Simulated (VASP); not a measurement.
Wanted: the native input for a VASP 6.6.1 run.

| Property | Result |
| --- | --- |
| Task | single point |
| Functional | r2SCAN |
| Dispersion | D3(BJ) |
| Potentials or basis | VASP PAW PBE potentials, release 64 (Y_sv) |
| Cutoff | 550 eV |
| k mesh | 2 × 2 × 1 |
| Occupations | gaussian, width 0.17 eV |
| Spin | no spin polarisation |
| Dipole correction | no |
| Further INCAR settings | ALGO = Normal; EDIFF = 1e-06; NBANDS = 18 |

Crystal: Y.

```
Y
1.0
     3.65150    0.00000    0.00000
    -1.82575    3.16229    0.00000
     0.00000    0.00000    5.74740
Y
2
Direct
  0.33333 0.66667 0.25000
  0.66667 0.33333 0.75000
```

These files were run (other wordings do the same):

POSCAR

```
Y
1.0
    3.6514992371      0.0000000000      0.0000000000
   -1.8257496185      3.1622911012      0.0000000000
    0.0000000000      0.0000000000      5.7474000000
Y
2
Direct
    0.3333333333      0.6666666667      0.2500000000
    0.6666666667      0.3333333333      0.7500000000
```

INCAR.step1

```
SYSTEM = Y
ALGO     = Normal         ! electronic algorithm
EDIFF    = 1E-5           ! SCF threshold, eV
ENCUT    = 550            ! plane-wave cutoff, eV
GGA      = PE             ! functional
GGA_COMPAT= .FALSE.      
ISMEAR   = 0              ! smearing method
LASPH    = .TRUE.         ! aspherical terms in the spheres
LCHARG   = .FALSE.        ! write CHGCAR
LREAL    = .FALSE.        ! projectors in reciprocal space
LWAVE    = .TRUE.         ! write WAVECAR
NBANDS   = 18             ! bands
NELM     = 120            ! most SCF steps
PREC     = Accurate       ! precision mode
SIGMA    = 0.17           ! smearing width, eV
```

INCAR.step2

```
SYSTEM = Y
ALGO     = Normal         ! electronic algorithm
EDIFF    = 1E-6           ! SCF threshold, eV
ENCUT    = 550            ! plane-wave cutoff, eV
GGA_COMPAT= .FALSE.      
ISIF     = 2              ! what is computed and relaxed
ISMEAR   = 0              ! smearing method
ISTART   = 1            
IVDW     = 12             ! dispersion correction
LASPH    = .TRUE.         ! aspherical terms in the spheres
LCHARG   = .TRUE.         ! write CHGCAR
LELF     = .TRUE.         ! ELF
LMIXTAU  = .TRUE.       
LREAL    = .FALSE.        ! projectors in reciprocal space
LVHAR    = .TRUE.       
LWAVE    = .FALSE.        ! write WAVECAR
METAGGA  = R2SCAN         ! meta-GGA
NBANDS   = 18             ! bands
NELM     = 120            ! most SCF steps
PREC     = Accurate       ! precision mode
SIGMA    = 0.17           ! smearing width, eV
VDW_A1   = 0.49484001   
VDW_A2   = 5.73083694   
VDW_S6   = 1.0          
VDW_S8   = 0.78981345
```

KPOINTS

```
k-points
0
G
  2 2 1
  0 0 0
```

Potentials or basis: VASP PAW PBE potentials, release 64 (Y_sv).

Run with:

```bash
$ cat potpaw_PBE.64/Y_sv/POTCAR > POTCAR
$ cp INCAR.step1 INCAR
$ mpirun -np 1 vasp_std > vasp.out
$ cp INCAR.step2 INCAR
$ mpirun -np 1 vasp_std > vasp.out
```

Results of the run:

```json
{
 "Pressure": "-9.3 GPa",
 "Band gap on the k mesh": "zero (band 11 reaches 3.72 eV, above the bottom of band 12 at 2.79 eV)",
 "Dispersion energy per atom": "-0.158 eV"
}
```

Caveat: the k points lie up to 1.09 Å⁻¹ apart; the PAW data sets were made with another functional, which shifts forces and pressure a little; pairwise dispersion overbinds metals, which lowers pressure and volume.

Run time: 24 s on 1 thread of Intel(R) Xeon(R) 6975P-C (Granite Rapids) (shared host), peak memory 0.2 GiB.
